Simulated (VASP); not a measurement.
Write the native input for VASP 6.6.1 that does the following.

```yaml
Task: single point
Functional: BLYP
Dispersion: D3(BJ)
Potentials_or_basis: VASP PAW PBE potentials, release 64 (Al)
Cutoff: 520 eV
k_mesh: 9 × 9 × 3
Occupations: fermi-dirac, width 0.15 eV
Spin: no spin polarisation
Dipole_correction: no
Further_INCAR_settings: ALGO = Normal; EDIFF = 1e-07; NBANDS = 14
```

The structure of Al lies in POSCAR:

```
Al
1.0
    2.7866402494      0.0000002845      0.0000000000
   -1.3933203711      2.4133011049      0.0000000000
    0.0000000000      0.0000000000      9.2332279911
Al
4
Direct
    0.0000000000      0.0000000000      0.0000000000
    0.3333333333      0.6666666667      0.2500000000
    0.0000000000      0.0000000000      0.5000000000
    0.6666666667      0.3333333333      0.7500000000
```

One way to write it, as run:

INCAR

```
SYSTEM = Al
PREC = Accurate
ENCUT = 520
EDIFF = 1E-7
ISMEAR = -1
SIGMA = 0.15
LREAL = .FALSE.
LASPH = .TRUE.
NELM = 100
ALGO = Normal
ISIF = 2
LWAVE = .FALSE.
LCHARG = .FALSE.
GGA = B5
ALDAX = 1.0
AGGAX = 1.0
AGGAC = 1.0
ALDAC = 0.0
IVDW = 12
VDW_S6 = 1.0
VDW_S8 = 2.6996
VDW_A1 = 0.4298
VDW_A2 = 4.2359
NBANDS = 14
```

KPOINTS

```
Automatic mesh
0
G
  9 9 3
  0 0 0
```

Potentials or basis: VASP PAW PBE potentials, release 64 (Al).

The run is started by

```bash
$ cat potpaw_PBE.64/Al/POTCAR > POTCAR
$ mpirun -np 1 vasp_std > vasp.out
```

It gave:

```
Pressure                   : 0.2 GPa
Band gap on the k mesh     : zero (band 6 reaches 12.96 eV, above the bottom of band 7 at 7.80 eV)
Dispersion energy per atom : -0.826 eV
```

Caveat: the PAW data sets were made with another functional, which shifts forces and pressure a little; pairwise dispersion overbinds metals, which lowers pressure and volume.

Run time: 33 s on 1 thread of Intel(R) Xeon(R) Platinum 8375C CPU @ 2.90GHz (Ice Lake) (shared host), peak memory 0.19 GiB.
